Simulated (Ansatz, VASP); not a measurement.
**Two plane-wave programs on B5Pt**

Contents of INCAR:

```
SYSTEM = B5Pt
PREC     = Accurate       ! precision mode
ENCUT    = 600            ! plane-wave cutoff, eV
EDIFF    = 1E-6           ! SCF threshold, eV
ISMEAR   = 0              ! smearing method
SIGMA    = 0.1            ! smearing width, eV
LREAL    = .FALSE.        ! projectors in reciprocal space
LASPH    = .TRUE.         ! aspherical terms in the spheres
NELM     = 60             ! most SCF steps
ALGO     = Normal         ! electronic algorithm
ISIF     = 3              ! what is computed and relaxed
LWAVE    = .FALSE.        ! write WAVECAR
LCHARG   = .FALSE.        ! write CHGCAR
GGA      = PE             ! functional
IBRION   = 2              ! ionic algorithm
NSW      = 90             ! ionic steps
EDIFFG   = -0.04          ! ionic threshold
```

KPOINTS

```
regular mesh
0
G
  6 6 8
  0 0 0
```

POSCAR

```
B5Pt
1.0
    5.6649731394      0.0000000000      0.0000000000
   -2.8324865697      4.9060106505      0.0000000000
    0.0000000000      0.0000000000      2.3733545749
B Pt
5 1
Direct
    0.3333333333      0.6666666667      0.5000000000
    0.6666666667      0.3333333333      0.5000000000
    0.5000000000      0.0000000000      0.5000000000
    0.0000000000      0.5000000000      0.5000000000
    0.5000000000      0.5000000000      0.5000000000
    0.0000000000      0.0000000000      0.0000000000
```

Input for Ansatz:

```yaml
crystal:
  lattice:
    - [5.6649731394, 0.0, 0.0]
    - [-2.8324865697, 4.9060106505, 0.0]
    - [0.0, 0.0, 2.3733545749]
  atoms:
    - { symbol: B, position: [0.3333333333, 0.6666666667, 0.5] }
    - { symbol: B, position: [0.6666666667, 0.3333333333, 0.5] }
    - { symbol: B, position: [0.5, 0.0, 0.5] }
    - { symbol: B, position: [0.0, 0.5, 0.5] }
    - { symbol: B, position: [0.5, 0.5, 0.5] }
    - { symbol: Pt, position: [0.0, 0.0, 0.0] }
basis:
  ecutwfc: 420
kpoints:
  mp_grid: { grid: [6, 6, 8] }
hamiltonian:
  xc: pbe
scf:
  occupations: { method: gaussian, width: 0.1 }
  lower_state_search: "off"
output:
  forces: true
  stress: true
  eigenvalues: true
relax:
  adjacent_minimum: "off"
  f_tol: 0.04
  max_steps: 70
  cell: { stress_tol: 0.4 }
```

Alike in both runs: task relaxation of cell and atoms; functional PBE; k mesh 6 × 6 × 8; occupations gaussian, width 0.1 eV; no spin polarisation.

|  | VASP | Ansatz |
| --- | --- | --- |
| version | VASP 6.6.1 | Ansatz 0.2.0 |
| potentials or method | VASP PAW PBE potentials, release 64 (B, Pt), cutoff 600 eV | scalar-relativistic, plane waves, PAW |
| valence electrons in the cell | 25 | 33 |

VASP gave:

* gap on the k mesh at the Fermi level, each at its own relaxed structure (eV): none
* relaxed volume (Å³/atom): 11.04
* relaxed cell length with the largest relative difference (Å): 2.399

**Question.** Estimate Ansatz's values.

**Answer.** gap on the k mesh at the Fermi level, each at its own relaxed structure (eV): none; relaxed volume (Å³/atom): 11.08; relaxed cell length with the largest relative difference (Å): 2.405.

A gap of «none» marks a metal or a gap that the smearing closes. VASP's potentials hold 25 valence electrons a cell and Ansatz's 33, so a difference there can come from the potentials and not from the codes.

Spin-orbit coupling is off throughout.
